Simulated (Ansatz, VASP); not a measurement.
**One calculation of NbAl2, two programs**

```xyz
6
Lattice="-3.0355 3.0355 2.5268 3.0355 -3.0355 2.5268 3.0355 3.0355 -2.5268" Properties=species:S:1:pos:R:3 pbc="T T T"
Al    1.0139    4.0494    0.0000
Al    2.0217    1.0139    0.0000
Al    2.0217   -1.0139    2.5268
Al    1.0139    2.0217    2.5268
Nb    0.0000    0.0000    1.2634
Nb    0.0000    0.0000    3.7902
```

Alike in both runs: task single point; functional PBE; k mesh 6 × 6 × 6; occupations gaussian, width 0.1 eV; no spin polarisation.

|  | VASP | Ansatz |
| --- | --- | --- |
| version | VASP 6.6.1 | Ansatz 0.2.0 |
| potentials or method | VASP PAW PBE potentials, release 64 (Al, Nb_sv), cutoff 520 eV | scalar-relativistic, plane waves, PAW |
| valence electrons in the cell | 38 | 38 |

```tsv
	VASP	Ansatz	Ansatz less VASP
gap on the k mesh at the Fermi level (eV)	none	none	-
rms of the force components (eV/Å)	0.140	0.143	+0.0023
```

Atom by atom the forces differ by 0.002 eV/Å (rms over components). A gap of «none» marks a metal or a gap that the smearing closes.
